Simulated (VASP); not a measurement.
**Ge15Pt: single point with PBEsol**

The system is Ge15Pt.

```
Pt Ge
1.0
     0.00000    5.65754    5.65754
     5.65754    0.00000    5.65754
     5.65754    5.65754    0.00000
Pt Ge
1 15
Direct
  0.00000 0.00000 0.00000
  0.00029 0.00029 0.49971
  0.00029 0.49971 0.00029
  0.00029 0.49971 0.49971
  0.49971 0.00029 0.00029
  0.49971 0.00029 0.49971
  0.49971 0.49971 0.00029
  0.50000 0.50000 0.50000
  0.12267 0.12267 0.12267
  0.12267 0.12267 0.63200
  0.12267 0.63200 0.12267
  0.12366 0.62545 0.62545
  0.63200 0.12267 0.12267
  0.62545 0.12366 0.62545
  0.62545 0.62545 0.12366
  0.62545 0.62545 0.62545
```

```
Program             : VASP 6.6.1
Task                : single point
Functional          : PBEsol
Potentials or basis : VASP PAW PBE potentials, release 64 (Pt, Ge_d)
Cutoff              : 520 eV
k mesh              : 3 × 3 × 3
Occupations         : gaussian, width 0.05 eV
Spin                : collinear spin, zero start
Starting moments    : [0.0, 0.0, 0.0, 0.0, 0.0, 0.0, 0.0, 0.0, 0.0, 0.0, 0.0, 0.0, 0.0, 0.0, 0.0, 0.0] μB
```

The pressure is 0.3 GPa, the largest force is 0.096 eV/Å and the band gap on the k mesh is zero (filled and empty bands overlap). The net moment is 0.00 μB per cell and the valence electrons inside the program's atomic spheres are Pt 9.47; Ge 12.40, 12.39, 12.41.

Forces on the atoms (eV/Å):
```
Pt   0.000  0.000  0.000
Ge   0.000  0.000 -0.002
Ge   0.000 -0.002  0.000
Ge   0.002  0.000  0.000
Ge  -0.002  0.000  0.000
Ge   0.000  0.002  0.000
Ge   0.000  0.000  0.002
Ge   0.000  0.000  0.000
Ge  -0.055 -0.055 -0.055
Ge   0.055  0.055 -0.055
Ge   0.055 -0.055  0.055
Ge   0.000  0.000  0.000
Ge  -0.055  0.055  0.055
Ge   0.000  0.000  0.000
Ge   0.000  0.000  0.000
Ge   0.000  0.000  0.000
```

Levels at points of the mesh, in eV from the Fermi level:
Spin up:
```
           k point  band 106  band 107  band 108  band 109  band 110  band 111  band 112  band 113  band 114  band 115
(0.00, 0.00, 0.00)     -0.59      0.02      0.02      0.02      0.66      0.90      0.90      0.90      1.15      1.72
```
Spin down:
```csv
k point,band 107,band 108,band 109,band 110,band 111,band 112,band 113,band 114
"(0.00, 0.00, 0.00)",0.02,0.02,0.02,0.66,0.90,0.90,0.90,1.15
```

It took 10 min on 1 thread of Intel(R) Xeon(R) Platinum 8488C (Sapphire Rapids), with other jobs on the host, peak memory 0.78 GiB.

Caveat: the PAW data sets were made with another functional, which shifts forces and pressure a little; spin-orbit coupling is left out, which moves the levels of the heavy elements.
